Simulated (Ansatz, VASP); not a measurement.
**Two plane-wave programs on Zn2Si3N**

```
Zn Si N
1.0
     2.95472    0.00000    0.00000
    -1.47736    2.55886    0.00000
     0.00000    0.00000   10.48827
Zn Si N
2 3 1
Direct
  0.33333 0.66667 0.68962
  0.66667 0.33333 0.31038
  0.33333 0.66667 0.12332
  0.66667 0.33333 0.87668
  0.00000 0.00000 0.50000
  0.00000 0.00000 0.00000
```

Change from the starting cell: species swapped into the Sn2PbSe3 type (P-3m1, No. 164).

Alike in both runs: functional PBE; k mesh 6 × 6 × 2; occupations gaussian, width 0.1 eV; no spin polarisation.

Ansatz relaxed the structure, and its values are those at the end. VASP's run is a single point on that final structure, the one shown.

|  | VASP | Ansatz |
| --- | --- | --- |
| version | VASP 6.6.1 | Ansatz 0.2.0 |
| potentials or method | VASP PAW PBE potentials, release 64 (Zn, Si, N), cutoff 520 eV | scalar-relativistic, plane waves, PAW |
| valence electrons in the cell | 41 | 41 |

VASP gave:

| Item | Value |
| --- | --- |
| gap on the k mesh at the Fermi level (eV) | none |
| pressure (GPa) | 0.1 |
| rms of the force components (eV/Å) | 0.004 |

Problem. What did Ansatz give for the same quantities?

Solution. gap on the k mesh at the Fermi level (eV): none; pressure (GPa): 0.0; rms of the force components (eV/Å): 0.001.

A gap of «none» marks a metal or a gap that the smearing closes.

The k mesh is coarse, so the values compare programs but aren't converged.
